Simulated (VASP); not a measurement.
Input of a VASP 6.6.1 run:

POSCAR

```
CoSi
1.0
    2.7813340000      0.0000000000      0.0000000000
    0.0000000000      2.7813340000      0.0000000000
    0.0000000000      0.0000000000      2.7813340000
Co Si
1 1
Direct
    0.0000000000      0.0000000000      0.0000000000
    0.5000000000      0.5000000000      0.5000000000
```

INCAR.step1

```
SYSTEM = CoSi
GGA      = CA             ! functional
ISPIN    = 2              ! spin polarisation
MAGMOM   = 2 0            ! initial moments
LORBIT   = 11             ! projections on sites
LDAU     = .True.         ! DFT+U
LDAUTYPE = 2            
LDAUL    = 2 -1           ! shell
LDAUU    = 6 0            ! U, eV
LDAUJ    = 0 0          
ISMEAR   = 1              ! smearing method
SIGMA    = 0.1            ! smearing width, eV
LWAVE    = .False.        ! write WAVECAR
LCHARG   = .True.         ! write CHGCAR
NBANDS   = 28             ! bands
PREC     = Accurate       ! precision mode
LASPH    = .True.         ! aspherical terms in the spheres
LREAL    = .False.        ! projectors in reciprocal space
ALGO     = Normal         ! electronic algorithm
EDIFF    = 1E-6           ! SCF threshold, eV
NELM     = 200            ! most SCF steps
GGA_COMPAT= .False.      
ENCUT    = 540            ! plane-wave cutoff, eV
LMAXMIX  = 4              ! l up to which the mixer works
```

Contents of KPOINTS.step1:

```
k-points
0
Gamma
  11 11 11
```

INCAR.step2

```
SYSTEM = CoSi
GGA      = CA             ! functional
ISPIN    = 2              ! spin polarisation
MAGMOM   = 2 0            ! initial moments
LORBIT   = 11             ! projections on sites
LDAU     = .True.         ! DFT+U
LDAUTYPE = 2            
LDAUL    = 2 -1           ! shell
LDAUU    = 6 0            ! U, eV
LDAUJ    = 0 0          
ISMEAR   = -5             ! smearing method
LWAVE    = .False.        ! write WAVECAR
LCHARG   = .False.        ! write CHGCAR
NBANDS   = 28             ! bands
PREC     = Accurate       ! precision mode
LASPH    = .True.         ! aspherical terms in the spheres
LREAL    = .False.        ! projectors in reciprocal space
ALGO     = Normal         ! electronic algorithm
EDIFF    = 1E-6           ! SCF threshold, eV
NELM     = 200            ! most SCF steps
GGA_COMPAT= .False.      
ENCUT    = 540            ! plane-wave cutoff, eV
LMAXMIX  = 4              ! l up to which the mixer works
NEDOS    = 4001           ! points of the DOS
EMIN     = -4.283       
EMAX     = 20.717       
ICHARG   = 11             ! starting density
```

File KPOINTS.step2:

```
Automatic mesh
0
Gamma
  29 29 29
  0 0 0
```

Potentials or basis: VASP PAW LDA potentials, release 64 (Co, Si).

The run is started by

```bash
$ cat potpaw_LDA.64/Co/POTCAR potpaw_LDA.64/Si/POTCAR > POTCAR
$ cp INCAR.step1 INCAR
$ cp KPOINTS.step1 KPOINTS
$ mpirun -np 1 vasp_std > vasp.out
$ cp INCAR.step2 INCAR
$ cp KPOINTS.step2 KPOINTS
$ mpirun -np 1 vasp_std > vasp.out
```

What does it give for the density of states at the Fermi level?

0.21 states/eV/atom.

Predict the site moments.

Co +1.08; Si +0.01 μB.

Estimate the net moment.

0.94 μB per cell.

Caveat: the U is typed as a test and isn't derived for this compound. The state reached can hang on the start; a lower one may exist.
